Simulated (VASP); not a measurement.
# Al (I4/mmm) in VASP: a series of runs

Runs on Al. Level: PBE. Tasks: single point.

Program: VASP 6.6.1. These are calculated values, not measurements. Logs are shortened: lines on timing, memory, paths and dates and some standing lists are left out, and cuts for length are marked.

## (1) The cell of the first run

It takes space group I4/mmm (No. 139, tetragonal). The conventional cell has a = 3.069 Å, b = 3.069 Å, c = 3.307 Å, α = 90.00°, β = 90.00°, γ = 90.00°. Al (site symmetry 4/mmm) has 14 Al at 2.73 to 3.31 Å within 3.6 Å.

## (2) Single point, PBE (volume 15.574 Å^3 an atom, c/a of the conventional cell 1.0776)

The input, INCAR:

```
ALGO = Normal
EDIFF = 1E-6
ENCUT = 520
GGA = PE
ISIF = 2
ISMEAR = 0
LASPH = True
LCHARG = False
LREAL = False
LWAVE = False
NBANDS = 8
NELM = 60
PREC = Accurate
SIGMA = 0.15
```

The input, KPOINTS:

```
k-points
0
Gamma
  22 22 22
```

The input, POSCAR:

```
Al
1.0
   -1.5344787037      1.5344787037      1.6535542511
    1.5344787037     -1.5344787037      1.6535542511
    1.5344787037      1.5344787037     -1.6535542511
Al
1
Direct
    0.0000000000      0.0000000000      0.0000000000
```

Potentials or basis: VASP PAW PBE potentials, release 64 (Al).

Started as:

```console
$ cat potpaw_PBE.64/Al/POTCAR > POTCAR
$ mpirun -np 1 vasp_std > vasp.out
```

OUTCAR:

```text
EDIFF = 1E-6
   ENCUT = 520
   GGA = PE
   ISIF = 2
   ISMEAR = 0
   LASPH = True
   LREAL = False
   NELM = 60
   PREC = Accurate

 ion  position               nearest neighbor table
   1  0.000  0.000  0.000-

  LATTYP: Found a body centered tetragonal cell.
 ALAT       =     3.0689574074
 C/A-ratio  =     1.0776000000

  Lattice vectors:

 A1 = (  -1.5344787037,   1.5344787037,   1.6535542511)
 A2 = (   1.5344787037,  -1.5344787037,   1.6535542511)
 A3 = (   1.5344787037,   1.5344787037,  -1.6535542511)

Analysis of symmetry for initial positions (statically):
=====================================================================
 Subroutine PRICEL returns:
 Original cell was already a primitive cell.

 Routine SETGRP: Setting up the symmetry group for a
 body centered tetragonal supercell.

 Subroutine GETGRP returns: Found 16 space group operations
 (whereof 16 operations were pure point group operations)
 out of a pool of 16 trial point group operations.

The static configuration has the point symmetry D_4h.

Analysis of symmetry for dynamics (positions and initial velocities):
=====================================================================
 Subroutine PRICEL returns:
 Original cell was already a primitive cell.

 Routine SETGRP: Setting up the symmetry group for a
 body centered tetragonal supercell.

 Subroutine GETGRP returns: Found 16 space group operations
 (whereof 16 operations were pure point group operations)
 out of a pool of 16 trial point group operations.

The dynamic configuration has the point symmetry D_4h.

 Subroutine INISYM returns: Found 16 space group operations
 (whereof 16 operations are pure point group operations),
 and found     1 'primitive' translations

----------------------------------------------------------------------------------------

                                     Primitive cell

  volume of cell :      15.5740

  direct lattice vectors                    reciprocal lattice vectors
    -1.534478704  1.534478704  1.653554251     0.000000000  0.325843558  0.302378951
     1.534478704 -1.534478704  1.653554251     0.325843558  0.000000000  0.302378951
     1.534478704  1.534478704 -1.653554251     0.325843558  0.325843558  0.000000000

  length of vectors
     2.728276277  2.728276277  2.728276277     0.444530150  0.444530150  0.460812378

  position of ions in fractional coordinates (direct lattice)
     0.000000000  0.000000000  0.000000000

  ion indices of the primitive-cell ions
   primitive index   ion index
                 1           1

----------------------------------------------------------------------------------------

 KPOINTS: k-points

Automatic generation of k-mesh.
 Grid dimensions read from file:
 generate k-points for:   22   22   22

 Generating k-lattice:

  Cartesian coordinates                     Fractional coordinates (reciprocal lattice)
     0.000000000  0.014811071  0.013744498     0.045454545  0.000000000  0.000000000
     0.014811071  0.000000000  0.013744498     0.000000000  0.045454545  0.000000000
     0.014811071  0.014811071  0.000000000     0.000000000  0.000000000  0.045454545

  Length of vectors
     0.020205916  0.020205916  0.020946017

  Shift w.r.t. Gamma in fractional coordinates (k-lattice)
     0.000000000  0.000000000  0.000000000

 Subroutine IBZKPT returns following result:
 ===========================================

 Found    834 irreducible k-points:

 Following reciprocal coordinates:
            Coordinates               Weight
  0.000000  0.000000  0.000000      1.000000
  0.045455 -0.000000  0.000000      8.000000
  0.090909 -0.000000  0.000000      8.000000
  0.136364  0.000000  0.000000      8.000000
  0.181818  0.000000 -0.000000      8.000000
  0.227273 -0.000000  0.000000      8.000000
[... 16 lines left out ...]
  0.500000  0.045455 -0.000000     16.000000
 -0.454545  0.045455 -0.000000     16.000000
 [... further k-points ...]
   k-points           NKPTS =    834   k-points in BZ     NKDIM =    834   number of bands    NBANDS=      8
   number of dos      NEDOS =    301   number of ions     NIONS =      1
   total plane-waves  NPLWV =   8000
   dimension x,y,z NGX =    20 NGY =   20 NGZ =   20
   dimension x,y,z NGXF=    40 NGYF=   40 NGZF=   40
   ions per type =               1
   NGX,Y,Z   is equivalent  to a cutoff of  12.19, 12.19, 12.19 a.u.
   NGXF,Y,Z  is equivalent  to a cutoff of  24.37, 24.37, 24.37 a.u.
 SYSTEM =  unknown system
   PREC   = accura    normal or accurate (medium, high low for compatibility)
   ISTART =      0    job   : 0-new  1-cont  2-samecut
   ICHARG =      2    charge: 1-file 2-atom 10-const
   ISPIN  =      1    spin polarized calculation?
   LNONCOLLINEAR =      F non collinear calculations
   LSORBIT =      F    spin-orbit coupling
   LASPH  =      T    aspherical Exc in radial PAW
   ENCUT  =  520.0 eV  38.22 Ry    6.18 a.u.   5.07  5.07  5.07*2*pi/ulx,y,z
   NELM   =     60;   NELMIN=  2; NELMDL= -5     # of ELM steps
   EDIFF  = 0.1E-05   stopping-criterion for ELM
   LREAL  =      F    real-space projection
   EDIFFG = 0.1E-04   stopping-criterion for IOM
   NSW    =      0    number of steps for IOM
   IBRION =     -1    ionic relax: 0-MD 1-quasi-New 2-CG
   NFREE  =      0    steps in history (QN), initial steepest desc. (CG)
   ISIF   =      2    stress and relaxation
   ISYM   =      2    0-nonsym 1-usesym 2-fastsym
   POTIM  = 0.5000    time-step for ionic-motion
   TEBEG  =    0.0;   TEEND  =   0.0 temperature during run
   PSTRESS=    0.0 pullay stress
   NELECT =       3.0000    total number of electrons
   NUPDOWN=      -1.0000    fix difference up-down
   EMIN   =  10.00;   EMAX   =-10.00  energy-range for DOS
   EFERMI =   0.00;   METHOD = LEGACY
   ISMEAR =     0;   SIGMA  =   0.15  broadening in eV -4-tet -1-fermi 0-gaus
   EFERMI_NEDOS =   21; number of points for ismear=-14 and -15
   IALGO  =     38    algorithm
   IMIX   =      4    mixing-type and parameters
     AMIX     =   0.40;   BMIX     =  1.00
     AMIX_MAG =   1.60;   BMIX_MAG =  1.00
  volume/ion in A,a.u.               =      15.57       105.10
  Fermi-wavevector in a.u.,A,eV,Ry     =   0.945472  1.786682 12.162475  0.893917
  Thomas-Fermi vector in A             =   2.073376
   LORBIT       =      0    0 simple, 1 ext, 2 COOP (PROOUT), +10 PAW based schemes
   GGA     = PE    functional components
   LHFCALC =     F    Hartree Fock is set to
   AEXX    =    0.0000 exact exchange contribution
   IVDW    =     0    specifies the selected vdW correction
   LEPSILON=     F    determine dielectric tensor
   LRPA    =     F    only Hartree local field effects (RPA)
 non-spin polarized calculation
 Gauss-broadening in eV      SIGMA  =   0.15
  energy-cutoff  :      520.00
  volume of cell :       15.57
 maximum number of plane-waves:       436
   NGX = 11   NGY = 11   NGZ = 11

 number of electron       3.0000000 magnetization

 Free energy of the ion-electron system (eV)
  ---------------------------------------------------
  ext. energy  EPLUGINS =         0.00000000
  ---------------------------------------------------
  free energy    TOTEN  =        -3.63406141 eV

  energy without entropy =       -3.62925915  energy(sigma->0) =       -3.63166028

 E-fermi :   8.6283     XC(G=0): -10.4117

 val. band max:        8.6248131521   @ k =  -0.3182   0.5000   0.0455
 cond. band min:       8.6383253835   @ k =   0.4545   0.2727   0.1364
 fundamental gap:      0.0135122313
 Fermi energy:         8.6283169588

 k-point     1 :       0.0000    0.0000    0.0000
  band No.  band energies     occupation
      1      -2.9197      2.00000
      2      21.7429      0.00000
      3      21.7429      0.00000
      4      23.4992      0.00000
      5      23.7320      0.00000
      6      24.2222      0.00000
      7      24.2222      0.00000
      8      24.3427      0.00000

 k-point     2 :       0.0455   -0.0000    0.0000
  band No.  band energies     occupation
      1      -2.8593      2.00000
      2      20.9622      0.00000
      3      21.4458      0.00000
      4      23.1030      0.00000
      5      23.4897      0.00000
      6      23.9809      0.00000
      7      24.7225      0.00000
      8      24.7399      0.00000

 k-point     3 :       0.0909   -0.0000    0.0000
  band No.  band energies     occupation
      1      -2.6781      2.00000
      2      19.3005      0.00000
      3      20.8270      0.00000
      4      22.3820      0.00000
      5      22.8459      0.00000
      6      24.2075      0.00000
      7      24.8208      0.00000
      8      25.5606      0.00000

 k-point     4 :       0.1364    0.0000    0.0000
  band No.  band energies     occupation
      1      -2.3767      2.00000
      2      17.4085      0.00000
      3      20.1610      0.00000
      4      21.5752      0.00000
      5      22.2582      0.00000
      6      23.8946      0.00000
      7      25.0100      0.00000
      8      25.5995      0.00000

 k-point     5 :       0.1818    0.0000   -0.0000
  band No.  band energies     occupation
      1      -1.9559      2.00000
      2      15.4951      0.00000
      3      19.5403      0.00000
      4      20.7839      0.00000
      5      21.6997      0.00000
      6      23.3037      0.00000
      7      25.2621      0.00000
      8      26.0642      0.00000
[... 177 lines left out ...]
 k-point    22 :       0.4545    0.0455    0.0000
  band No.  band energies     occupation
      1       3.5562      2.00000
      2       5.0146      2.00000
      3      16.5560      0.00000
      4      17.8670      0.00000
      5      20.0520      0.00000
      6      21.5673      0.00000
      7      28.4822      0.00000
      8      30.6482      0.00000

 k-point    23 :       0.5000    0.0455   -0.0000
  band No.  band energies     occupation
      1       3.6399      2.00000
      2       4.9231      2.00000
      3      16.6361      0.00000
      4      17.7798      0.00000
      5      20.1219      0.00000
      6      21.4778      0.00000
      7      27.8725      0.00000
      8      31.1477      0.00000

 k-point    24 :      -0.4545    0.0455   -0.0000
  band No.  band energies     occupation
      1       2.5110      2.00000
      2       6.2546      2.00000
      3      16.8221      0.00000
      4      17.7930      0.00000
      5      20.2907      0.00000
      6      21.4853      0.00000
      7      27.1394      0.00000
      8      31.3021      0.00000

 [... further k-points ...]
[... 5 lines left out ...]
  --------------------------------------------------------------------------------------
  -------------------------------------------------------------------------------------
  Total        0.5414076      0.5414076      0.8956636      0.0000000     -0.0000000      0.0000000
  in kB       55.6973790     55.6973790     92.1415078      0.0000000     -0.0000000      0.0000000
  external PRESSURE =      67.8454219 kB  Pullay stress =       0.0000000 kB

 VOLUME and BASIS-vectors are now :
 -----------------------------------------------------------------------------
  energy-cutoff  :      520.00
  volume of cell :       15.57
      direct lattice vectors                 reciprocal lattice vectors
    -1.534478704  1.534478704  1.653554251     0.000000000  0.325843558  0.302378951
     1.534478704 -1.534478704  1.653554251     0.325843558  0.000000000  0.302378951
     1.534478704  1.534478704 -1.653554251     0.325843558  0.325843558  0.000000000

 POSITION                                       TOTAL-FORCE (eV/Angst)
 -----------------------------------------------------------------------------------
      0.00000      0.00000      0.00000        -0.000000      0.000000      0.000000
 -----------------------------------------------------------------------------------
    total drift:                                0.000000      0.000000     -0.000000

  FREE ENERGIE OF THE ION-ELECTRON SYSTEM (eV)
  ---------------------------------------------------
  free  energy   TOTEN  =        -3.6340614093 eV

  energy  without entropy=       -3.6292591458  energy(sigma->0) =       -3.63166028
```

Run time: 46 s. Hardware: 1 thread of Intel Xeon Platinum 8488C (Sapphire Rapids), shared host; peak memory 0.19 GiB.

Results:

| Item | Value |
| --- | --- |
| Free energy | -3.6341 eV |
| Pressure | 6.8 GPa |

Stress tensor (GPa, compression positive):
```
5.57 0.00 0.00
0.00 5.57 0.00
0.00 0.00 9.21
```

Levels at points of the mesh, in eV from the Fermi level:
| k point | band 1 | band 2 | band 3 | band 4 | band 5 | band 6 |
| --- | --- | --- | --- | --- | --- | --- |
| (0.00, 0.00, 0.00) | -11.55 | 13.11 | 13.11 | 14.87 | 15.10 | 15.59 |
| (0.50, 0.00, 0.00) | -4.66 | -4.14 | 8.98 | 9.16 | 11.02 | 12.18 |
| (0.50, 0.50, 0.00) | -4.28 | -3.45 | 7.41 | 7.70 | 9.20 | 11.40 |
| (0.50, 0.50, 0.50) | 0.59 | 2.18 | 2.71 | 2.71 | 3.33 | 6.62 |

## (3) Single point, PBE (volume 15.574 Å^3 an atom, c/a of the conventional cell 0.9280)

The input, INCAR:

```
  ALGO = Fast
  EDIFF = 1E-7
  ENCUT = 520
  GGA = PE
  ISIF = 2
  ISMEAR = 0
  LASPH = T
  LCHARG = F
  LREAL = F
  LWAVE = F
  NBANDS = 8
  NELM = 80
  PREC = Accurate
  SIGMA = 0.15
```

KPOINTS is that of step 2.

The input, POSCAR:

```
Al
1.0
   -1.6128627099      1.6128627099      1.4967365948
    1.6128627099     -1.6128627099      1.4967365948
    1.6128627099      1.6128627099     -1.4967365948
Al
1
Direct
    0.0000000000      0.0000000000      0.0000000000
```

Potentials or basis: VASP PAW PBE potentials, release 64 (Al).

Started as:

```console
$ cat potpaw_PBE.64/Al/POTCAR > POTCAR
$ mpirun -np 1 vasp_std > vasp.out
```

Run time: 66 s. Hardware: 1 thread of Intel Xeon Platinum 8488C (Sapphire Rapids), shared host; peak memory 0.19 GiB.

It converged, with:

```yaml
Free_energy: -3.6319 eV
Pressure: 6.9 GPa
```

Stress tensor (GPa, compression positive):
```
7.52 0.00 0.00
0.00 7.52 0.00
0.00 0.00 5.55
```

Levels at points of the mesh, in eV from the Fermi level:
| k point | band 1 | band 2 | band 3 | band 4 | band 5 | band 6 |
| --- | --- | --- | --- | --- | --- | --- |
| (0.00, 0.00, 0.00) | -11.53 | 12.46 | 14.35 | 14.35 | 14.99 | 14.99 |
| (0.50, 0.00, 0.00) | -4.39 | -3.65 | 7.91 | 8.18 | 9.79 | 11.69 |
| (0.50, 0.50, 0.00) | -4.78 | -4.39 | 9.60 | 9.72 | 11.72 | 12.43 |
| (0.50, 0.50, 0.50) | 1.28 | 1.28 | 2.50 | 2.93 | 3.52 | 6.74 |

## (4) Single point, PBE (volume 16.476 Å^3 an atom, c/a of the conventional cell 1.2513)

The input, INCAR:

```
SYSTEM = Al
  PREC = Accurate
  ENCUT = 520
  EDIFF = 1E-7
  ISMEAR = 0
  SIGMA = 0.15
  LREAL = .False.
  LASPH = .True.
  NELM = 80
  ALGO = Fast
  ISIF = 2
  LWAVE = .False.
  LCHARG = .False.
  GGA = PE
  NBANDS = 8
```

The input, KPOINTS:

```
Automatic mesh
0
Gamma
  22 22 22
  0 0 0
```

The input, POSCAR:

```
Al
1.0
   -1.4875678461      1.4875678461      1.8613936458
    1.4875678461     -1.4875678461      1.8613936458
    1.4875678461      1.4875678461     -1.8613936458
Al
1
Direct
    0.0000000000      0.0000000000      0.0000000000
```

Started as:

```console
$ cat potpaw_PBE.64/Al/POTCAR > POTCAR
$ mpirun -np 1 vasp_std > vasp.out
```

Run time: 51 s. Hardware: 1 thread of Intel Xeon Platinum 8375C at 2.90GHz (Ice Lake), shared host; peak memory 0.21 GiB.

The run converged. Its results:

* Free energy: -3.7215 eV
* Pressure: 0.9 GPa

Stress tensor (GPa, compression positive):
```
-1.09  0.00  0.00
 0.00 -1.09  0.00
 0.00  0.00  4.74
```

Levels at points of the mesh, in eV from the Fermi level:
```tsv
k point	band 1	band 2	band 3	band 4
(0.00, 0.00, 0.00)	-11.12	12.43	12.43	13.68
(0.50, 0.00, 0.00)	-4.54	-4.29	10.07	10.20
(0.50, 0.50, 0.00)	-3.46	-2.40	5.95	6.15
(0.50, 0.50, 0.50)	-1.56	0.15	4.19	4.19
```

## (5) Single point, PBE (volume 16.476 Å^3 an atom, c/a of the conventional cell 1.0776)

The input, INCAR:

```
SYSTEM = Al
ALGO     = Normal         ! electronic algorithm
EDIFF    = 1E-6           ! SCF threshold, eV
ENCUT    = 520            ! plane-wave cutoff, eV
GGA      = PE             ! functional
ISIF     = 2              ! what is computed and relaxed
ISMEAR   = 0              ! smearing method
LASPH    = .True.         ! aspherical terms in the spheres
LCHARG   = .False.        ! write CHGCAR
LREAL    = .False.        ! projectors in reciprocal space
LWAVE    = .False.        ! write WAVECAR
NBANDS   = 8              ! bands
NELM     = 60             ! most SCF steps
PREC     = Accurate       ! precision mode
SIGMA    = 0.15           ! smearing width, eV
```

The input, KPOINTS:

```
k-points
0
Gamma
  22 22 22
  0 0 0
```

The input, POSCAR:

```
Al
1.0
   -1.5635486650      1.5635486650      1.6848800414
    1.5635486650     -1.5635486650      1.6848800414
    1.5635486650      1.5635486650     -1.6848800414
Al
1
Direct
    0.0000000000      0.0000000000      0.0000000000
```

Started as:

```console
$ cat potpaw_PBE.64/Al/POTCAR > POTCAR
$ mpirun -np 1 vasp_std > vasp.out
```

Run time: 34 s. Hardware: 1 thread of Intel Xeon Platinum 8375C at 2.90GHz (Ice Lake), shared host; peak memory 0.21 GiB.

It converged, with:

- Free energy: -3.6577 eV
- Pressure: 1.8 GPa

Stress tensor (GPa, compression positive):
```
0.78 0.00 0.00
0.00 0.78 0.00
0.00 0.00 3.98
```

Levels at points of the mesh, in eV from the Fermi level:
```
           k point  band 1  band 2  band 3  band 4  band 5  band 6
(0.00, 0.00, 0.00)  -11.15   12.79   12.79   14.30   14.48   14.76
(0.50, 0.00, 0.00)   -4.44   -4.07    8.69    8.83   10.60   11.71
(0.50, 0.50, 0.00)   -4.07   -3.40    7.31    7.32    8.84   10.89
(0.50, 0.50, 0.50)    0.56    2.24    2.58    2.58    3.40    5.98
```

## (6) Single point, PBE (volume 16.928 Å^3 an atom, c/a of the conventional cell 1.3484)

The input, INCAR:

```
  PREC = Accurate
  ENCUT = 520
  EDIFF = 1E-6
  ISMEAR = 0
  SIGMA = 0.15
  LREAL = F
  LASPH = T
  NELM = 60
  ALGO = Fast
  ISIF = 2
  LWAVE = F
  LCHARG = F
  GGA = PE
  NBANDS = 8
```

The input, KPOINTS:

```
regular mesh
0
Gamma
  22 22 22
```

The input, POSCAR:

```
Al
1.0
   -1.4641114066      1.4641114066      1.9742078207
    1.4641114066     -1.4641114066      1.9742078207
    1.4641114066      1.4641114066     -1.9742078207
Al
1
Direct
    0.0000000000      0.0000000000      0.0000000000
```

Potentials or basis: VASP PAW PBE potentials, release 64 (Al).

Started as:

```console
$ cat potpaw_PBE.64/Al/POTCAR > POTCAR
$ mpirun -np 1 vasp_std > vasp.out
```

It took 39 s on 1 thread of Intel Xeon Platinum 8375C at 2.90GHz (Ice Lake), shared host; peak memory 0.21 GiB.

The run converged. Its results:

```yaml
Free_energy: -3.7424 eV
Pressure: -1.8 GPa
```

Stress tensor (GPa, compression positive):
```
-2.62  0.00  0.00
 0.00 -2.62  0.00
 0.00  0.00 -0.18
```

Levels at points of the mesh, in eV from the Fermi level:
```csv
k point,band 1,band 2,band 3,band 4,band 5
"(0.00, 0.00, 0.00)",-10.96,12.34,12.34,12.84,13.69
"(0.50, 0.00, 0.00)",-4.49,-4.34,10.59,10.83,11.54
"(0.50, 0.50, 0.00)",-3.08,-1.92,5.46,5.62,5.95
"(0.50, 0.50, 0.50)",-2.39,-0.94,4.90,4.91,4.91
```

## (7) The runs side by side

```csv
cell,gap on the mesh (eV),pressure (GPa)
"a = 2.728 Å, angles 111.6, 111.6, 105.4°, 1 atom",none,6.8
"a = 2.728 Å, angles 107.5, 107.5, 113.5°, 1 atom",none,6.9
"a = 2.809 Å, angles 116.0, 116.0, 97.0°, 1 atom",none,0.9
"a = 2.780 Å, angles 111.6, 111.6, 105.4°, 1 atom",none,1.8
"a = 2.861 Å, angles 118.4, 118.4, 92.7°, 1 atom",none,-1.8
```

Alike in all rows: task single point; level PBE; potentials or basis VASP PAW PBE potentials, release 64 (Al); no spin polarisation; k mesh 22 × 22 × 22; cutoff (eV) 520; smearing gaussian 0.15 eV.

Absolute energies hang on the potentials; compare differences alone.
